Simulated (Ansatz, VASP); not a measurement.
Re: VASP beside Ansatz

INCAR

```
SYSTEM = Re
PREC = Accurate
ENCUT = 520
EDIFF = 1E-6
ISMEAR = 0
SIGMA = 0.15
LREAL = .False.
LASPH = .True.
NELM = 60
ALGO = Normal
ISIF = 2
LWAVE = .False.
LCHARG = .True.
GGA = PE
LELF = .True.
LVHAR = .True.
NBANDS = 10
```

KPOINTS

```
Automatic mesh
0
Gamma
  10 10 10
  0 0 0
```

POSCAR

```
Re
1.0
    0.0000000000      2.3323919754      1.4675410309
    2.3323919754      0.0000000000      1.4675410309
    2.3323919754      2.3323919754      0.0000000000
Re
1
Direct
    0.0000000000      0.0000000000      0.0000000000
```

Input for Ansatz:

```yaml
crystal:
  lattice:
    - [0.0, 2.3323919754, 1.4675410309]
    - [2.3323919754, 0.0, 1.4675410309]
    - [2.3323919754, 2.3323919754, 0.0]
  atoms:
    - { symbol: Re, position: [0.0, 0.0, 0.0] }
basis:
  ecutwfc: 420
kpoints:
  mp_grid: { grid: [10, 10, 10] }
hamiltonian:
  xc: pbe
scf:
  occupations: { method: gaussian, width: 0.15 }
output:
  forces: true
  stress: true
  eigenvalues: true
```

Alike in both runs: task single point; functional PBE; k mesh 10 × 10 × 10; occupations gaussian, width 0.15 eV; no spin polarisation.

|  | VASP | Ansatz |
| --- | --- | --- |
| version | VASP 6.6.1 | Ansatz 0.2.0 |
| potentials or method | VASP PAW PBE potentials, release 64 (Re), cutoff 520 eV | scalar-relativistic, plane waves, PAW |
| valence electrons in the cell | 7 | 15 |

|  | VASP | Ansatz | Ansatz less VASP |
| --- | --- | --- | --- |
| gap on the k mesh at the Fermi level (eV) | none | none | - |
| pressure (GPa) | -17.4 | -16.7 | +0.67 |
| traceless stress, the component that is largest in VASP (GPa) | 2.09 | 2.28 | +0.194 |

A gap of «none» marks a metal or a gap that the smearing closes. With one functional, cell and mesh, what is left measures potentials, basis and numerics. VASP's potentials hold 7 valence electrons a cell and Ansatz's 15, so a difference there can come from the potentials and not from the codes.

Neither program's run includes spin-orbit coupling.
